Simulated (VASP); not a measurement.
The system is MgZn2O3.

```
CELL_PARAMETERS angstrom
3.05260 0.00000 0.00000
-1.52630 2.64363 0.00000
0.00000 0.00000 7.45204
ATOMIC_POSITIONS crystal
Mg 0.00000 0.00000 0.00000
Zn 0.33333 0.66667 0.66842
Zn 0.66667 0.33333 0.33158
O 0.33333 0.66667 0.16070
O 0.66667 0.33333 0.83930
O 0.00000 0.00000 0.50000
```

* Program: VASP 6.6.1
* Task: relaxation of cell and atoms
* Functional: BLYP
* Dispersion: D3(BJ)
* Potentials or basis: VASP PAW PBE potentials, release 64 (Mg, Zn, O)
* Cutoff: 600 eV
* k mesh: 12 × 12 × 4
* Occupations: gaussian, width 0.01 eV
* Spin: no spin polarisation

At the start: pressure -5.1 GPa; volume 10.02 Å³/atom.

Problem. Where does the relaxation end?

Solution. Over 9 steps the energy falls by 5.7 meV/atom and the volume is 9.71 Å³/atom (-3.1 %); space group P-3m1 (No. 164, to 0.1 Å) before and after.

The path:
```tsv
step	energy change (eV)	largest force (eV/Å)	pressure (GPa)	volume (Å³)
1	0.0000	0.1978	-5.07	60.14
2	-0.0262	0.1052	2.63	57.42
3	-0.0322	0.1345	0.14	58.23
4	-0.0322	0.1333	0.19	58.19
5	-0.0340	0.0533	0.10	58.21
6	-0.0344	0.0224	0.04	58.22
7	-0.0344	0.0209	0.07	58.22
8	-0.0345	0.0071	-0.01	58.26
9	-0.0345	0.0034	0.02	58.25
```

Final structure:
```
Mg Zn O
1.0
     3.02015    0.00000    0.00000
    -1.51008    2.61553    0.00000
     0.00000    0.00000    7.37461
Mg Zn O
1 2 3
Cartesian
  -1.5101 2.6155 0.0000
  0.0000 1.7437 4.9400
  1.5101 0.8718 2.4346
  0.0000 1.7437 1.1673
  1.5101 0.8718 6.2073
  0.0000 0.0000 3.6873
```

Caveat: the PAW data sets were made with another functional, which shifts forces and pressure a little.
